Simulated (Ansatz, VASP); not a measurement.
Os in VASP and in Ansatz

```
Os
1.0
     2.51708    0.00000    0.00000
     0.00000    2.51708    0.00000
     0.00000    0.00000    2.51708
Os
1
Cartesian
  0.0000 0.0000 0.0000
```

Alike in both runs: functional LDA; k mesh 13 × 13 × 13; occupations fermi-dirac, width 0.1 eV; no spin polarisation.

Ansatz relaxed the structure, and its values are those at the end. VASP's run is a single point on that final structure, the one shown.

|  | VASP | Ansatz |
| --- | --- | --- |
| version | VASP 6.6.1 | Ansatz 0.2.0 |
| potentials or method | VASP PAW LDA potentials, release 64 (Os), cutoff 520 eV | plane waves (420 eV) with PAW, scalar-relativistic |
| valence electrons in the cell | 8 | 16 |

|  | VASP | Ansatz | Ansatz less VASP |
| --- | --- | --- | --- |
| pressure (GPa) | 0.0 | 0.0 | -0.05 |

Ansatz warns that its potentials were made for another functional, while VASP's fit it. LDA's correlation is that of Perdew and Zunger in VASP and of Perdew and Wang (1992) in Ansatz. VASP's potentials hold 8 valence electrons a cell and Ansatz's 16, so a difference there can come from the potentials and not from the codes.

Neither program's run includes spin-orbit coupling.
